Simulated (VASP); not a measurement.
# C19O: single point with LDA

C19O, a slab with vacuum:

```
CELL_PARAMETERS angstrom
7.39800 0.00000 0.00000
-3.69900 6.40686 0.00000
0.00000 0.00000 12.00000
ATOMIC_POSITIONS crystal
C 0.00902 0.00561 0.07088
C 0.22999 0.11616 0.07068
C 0.00917 0.33694 0.07096
C 0.22988 0.44733 0.07090
C 0.00707 0.67019 0.07072
C 0.23200 0.78273 0.07040
C 0.34246 0.00365 0.07029
C 0.56323 0.11406 0.07060
C 0.34040 0.33690 0.07086
C 0.56538 0.44935 0.07092
C 0.34236 0.67232 0.07074
C 0.56335 0.78282 0.07093
C 0.67372 0.00358 0.07086
C 0.89868 0.11603 0.07101
C 0.67576 0.33899 0.07088
C 0.89668 0.44944 0.07093
C 0.67586 0.67029 0.07098
C 0.89657 0.78064 0.07084
C 0.49067 0.97157 0.31907
O 0.32839 0.83660 0.33373
```

```json
{
  "Program": "VASP 6.6.1",
  "Task": "single point",
  "Functional": "LDA",
  "Potentials or basis": "VASP PAW LDA potentials, release 64 (C_h, O_h)",
  "Cutoff": "1000 eV",
  "k mesh": "2 × 2 × 1",
  "Occupations": "gaussian, width 0.05 eV",
  "Spin": "no spin polarisation",
  "Dipole correction": "no",
  "Further INCAR settings": "LREAL = Auto; ALGO = Normal; EDIFF = 1e-06; NBANDS = 57; NELMDL = -8"
}
```

```yaml
Largest_force: 0.198 eV/Å
Band_gap_on_the_k_mesh: 0.22 eV
```

Forces in eV/Å, atoms in the order of the input:
```
C   -0.024  0.005  0.000
C    0.014  0.010  0.000
C   -0.002  0.021  0.003
C   -0.013  0.005  0.002
C    0.003 -0.018  0.002
C    0.007 -0.028  0.001
C    0.011  0.028 -0.004
C   -0.023 -0.003 -0.001
C    0.004 -0.018  0.001
C    0.005 -0.015  0.000
C   -0.021 -0.003  0.002
C    0.012  0.014 -0.001
C    0.021 -0.016  0.000
C    0.002 -0.026 -0.002
C   -0.023 -0.003 -0.003
C    0.016  0.017  0.000
C    0.005  0.019  0.002
C   -0.018  0.004  0.002
C    0.126  0.150 -0.028
O   -0.103 -0.144  0.022
```

Levels at points of the mesh, in eV from the valence-band top:
| k point | band 37 | band 38 | band 39 | band 40 | band 41 | band 42 | band 43 | band 44 | band 45 | band 46 |
| --- | --- | --- | --- | --- | --- | --- | --- | --- | --- | --- |
| (0.00, 0.00, 0.00) | -4.04 | -2.92 | -2.91 | 0.00 | 0.00 | 0.22 | 0.22 | 2.53 | 2.59 | 3.63 |
| (0.50, 0.00, 0.00) | -2.57 | -2.56 | -2.52 | -2.51 | -2.24 | 1.70 | 2.42 | 2.50 | 2.58 | 2.64 |
| (0.00, 0.50, 0.00) | -2.57 | -2.55 | -2.52 | -2.51 | -2.24 | 1.71 | 2.38 | 2.47 | 2.58 | 2.64 |
| (0.50, 0.50, 0.00) | -2.58 | -2.55 | -2.51 | -2.51 | -2.24 | 1.73 | 2.38 | 2.42 | 2.60 | 2.64 |

It took 16 min on 1 thread of Intel(R) Xeon(R) Platinum 8259CL CPU @ 2.50GHz (Skylake/Cascade Lake), with other jobs on the host, peak memory 1 GiB.

Caveat: the k points lie up to 0.49 Å⁻¹ apart; there is no dipole correction, which matters where the two faces differ.
